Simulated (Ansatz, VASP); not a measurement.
One calculation of Cd2S, two programs

```
CELL_PARAMETERS angstrom
3.96267 0.00000 0.00000
-1.98134 3.43177 0.00000
0.00000 0.00000 5.80919
ATOMIC_POSITIONS crystal
Cd 0.33333 0.66667 0.93272
Cd 0.66667 0.33333 0.57873
S 0.33333 0.66667 0.36571
```

Alike in both runs: task single point; functional LDA; k mesh 7 × 7 × 4; occupations fermi-dirac, width 0.05 eV; no spin polarisation.

|  | VASP | Ansatz |
| --- | --- | --- |
| version | VASP 6.6.1 | Ansatz 0.2.0 |
| potentials or method | VASP PAW LDA potentials, release 64 (Cd, S) | Ansatz PAW |
| plane-wave cutoff (eV) | 520 | 420 |
| valence electrons in the cell | 30 | 46 |

VASP gave:

- gap on the k mesh at the Fermi level (eV): 0.46
- least direct gap on the mesh (eV): 0.81
- pressure (GPa): -4.7
- traceless stress, the component that is largest in VASP (GPa): -0.96
- rms of the force components (eV/Å): 0.062

Q: Which values does Ansatz return?

A: gap on the k mesh at the Fermi level (eV): 0.46; least direct gap on the mesh (eV): 0.80; pressure (GPa): -5.0; traceless stress, the component that is largest in VASP (GPa): -1.07; rms of the force components (eV/Å): 0.068.

LDA's correlation is that of Perdew and Zunger in VASP and of Perdew and Wang (1992) in Ansatz. Atom by atom the forces differ by 0.010 eV/Å (rms over components). VASP's potentials hold 30 valence electrons a cell and Ansatz's 46, so a difference there can come from the potentials and not from the codes.

Noted on Ansatz's run: odd divisions of the mesh miss points on the zone boundary, where band edges often lie, so the gap on the mesh can be too wide.
